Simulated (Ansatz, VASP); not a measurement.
**Two plane-wave programs on Ir**

```
CELL_PARAMETERS angstrom
2.73697 0.00000 0.00000
-1.36848 2.37028 0.00000
0.00000 0.00000 23.93890
ATOMIC_POSITIONS crystal
Ir 0.66667 0.33333 0.31556
Ir 0.33333 0.66667 0.40689
Ir 0.00000 0.00000 0.50000
Ir 0.66667 0.33333 0.59311
Ir 0.33333 0.66667 0.68444
```

Alike in both runs: functional PBE; k mesh 15 × 15 × 1; occupations gaussian, width 0.1 eV; no spin polarisation.

Ansatz relaxed the structure, and its values are those at the end. VASP's run is a single point on that final structure, the one shown.

|  | VASP | Ansatz |
| --- | --- | --- |
| version | VASP 6.6.1 | Ansatz 0.2.0 |
| potentials or method | VASP PAW PBE potentials, release 64 (Ir), cutoff 520 eV | scalar-relativistic, plane waves, PAW |
| valence electrons in the cell | 45 | 85 |

VASP gave:

* gap on the k mesh at the Fermi level (eV): none
* rms of the force components (eV/Å): 0.010

Q: Estimate Ansatz's values.

A: gap on the k mesh at the Fermi level (eV): none; rms of the force components (eV/Å): 0.002.

A gap of «none» marks a metal or a gap that the smearing closes. VASP's potentials hold 45 valence electrons a cell and Ansatz's 85, so a difference there can come from the potentials and not from the codes. Ansatz's warnings: xc potential rough in thin density.

Spin-orbit coupling is off throughout.
